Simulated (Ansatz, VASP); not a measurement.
# Ag: VASP beside Ansatz

The input INCAR:

```
PREC     = Accurate       # precision mode
ENCUT    = 520            # plane-wave cutoff, eV
EDIFF    = 1E-7           # SCF threshold, eV
ISMEAR   = -1             # smearing method
SIGMA    = 0.05           # smearing width, eV
LREAL    = F              # projectors in reciprocal space
LASPH    = T              # aspherical terms in the spheres
NELM     = 80             # most SCF steps
ALGO     = Normal         # electronic algorithm
ISIF     = 2              # what is computed and relaxed
LWAVE    = F              # write WAVECAR
LCHARG   = F              # write CHGCAR
GGA      = RP             # functional
NBANDS   = 12             # bands
```

Contents of KPOINTS:

```
Automatic mesh
0
Gamma
  11 11 11
```

File POSCAR:

```
Ag
1.0
   -1.6556540000      1.6556540000      1.6556540000
    1.6556540000     -1.6556540000      1.6556540000
    1.6556540000      1.6556540000     -1.6556540000
Ag
1
Direct
    0.0000000000      0.0000000000      0.0000000000
```

input.yaml

```yaml
crystal:
  lattice:
    - [-1.655654, 1.655654, 1.655654]
    - [1.655654, -1.655654, 1.655654]
    - [1.655654, 1.655654, -1.655654]
  atoms:
    - { symbol: Ag, position: [0.0, 0.0, 0.0] }
hamiltonian:
  xc: rpbe
  pseudopotentials: { kind: paw }
kpoints:
  mp_grid: { grid: [11, 11, 11] }
  band_path:
    path:
      - [[0.0, 0.0, 0.0], [0.5, -0.5, 0.5], [0.0, 0.0, 0.5], [0.0, 0.0, 0.0], [0.25, 0.25, 0.25], [0.5, -0.5, 0.5]]
      - [[0.25, 0.25, 0.25], [0.0, 0.0, 0.5]]
    npoints: 14
scf:
  occupations: { method: fermi_dirac, width: 0.05 }
  n_extra_bands: 6
output:
  forces: true
  stress: true
  eigenvalues: true
  fatbands: false
  write_density: true
  write_potential: true
  elf: true
  volumetric_format: npy
```

Alike in both runs: functional RPBE; k mesh 11 × 11 × 11; occupations fermi-dirac, width 0.05 eV; no spin polarisation.

|  | VASP | Ansatz |
| --- | --- | --- |
| version | VASP 6.6.1 | Ansatz 0.2.0 |
| potentials or method | VASP PAW PBE potentials, release 64 (Ag) | Ansatz PAW |
| plane-wave cutoff (eV) | 520 | 420 |
| valence electrons in the cell | 11 | 19 |
| task | single point | band structure |

Ansatz gave:

| Item | Value |
| --- | --- |
| gap on the k mesh at the Fermi level (eV) | none |
| pressure (GPa) | 3.0 |

Problem. What did VASP give for the same quantities?

Solution. gap on the k mesh at the Fermi level (eV): none; pressure (GPa): 2.9.

VASP's potentials were made for PBE, not for RPBE. A gap of «none» marks a metal or a gap that the smearing closes. With one functional, cell and mesh, what is left measures potentials, basis and numerics. VASP's potentials hold 11 valence electrons a cell and Ansatz's 19, so a difference there can come from the potentials and not from the codes.
